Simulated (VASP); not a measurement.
Here is a VASP 6.6.1 calculation.

The input INCAR:

```
SYSTEM = CsI
ALGO = Normal
EDIFF = 1E-6
ENCUT = 400
GGA = PE
GGA_COMPAT = .False.
ISIF = 2
ISMEAR = 1
LASPH = .True.
LCHARG = .True.
LELF = .True.
LREAL = .False.
LVHAR = .True.
LWAVE = .False.
NBANDS = 15
NELM = 120
NELMDL = -8
PREC = Accurate
SIGMA = 0.1
```

File KPOINTS:

```
k-points
0
Gamma
  3 3 3
  0 0 0
```

Contents of POSCAR:

```
CsI
1.0
    4.5667000000      0.0000000000      0.0000000000
    0.0000000000      4.5667000000      0.0000000000
    0.0000000000      0.0000000000      7.5667000000
Cs I
1 1
Direct
    0.0000000000      0.0000000000      0.0000000000
    0.5000000000      0.5000000000      0.3017629878
```

Potentials or basis: VASP PAW PBE potentials, release 64 (Cs_sv, I).

The run is started by

```sh
$ cat potpaw_PBE.64/Cs_sv/POTCAR potpaw_PBE.64/I/POTCAR > POTCAR
$ mpirun -np 1 vasp_std > vasp.out
```

What does it give for the band gap on the k mesh?

1.95 eV (least direct gap 2.00 eV).

What does it give for the largest force?

0.574 eV/Å.

Forces in eV/Å, atoms in the order of the input:
```
Cs   0.000  0.000  0.574
I    0.000  0.000 -0.574
```

Caveat: the k points lie up to 0.46 Å⁻¹ apart; spin-orbit coupling is left out, which moves the levels of the heavy elements.
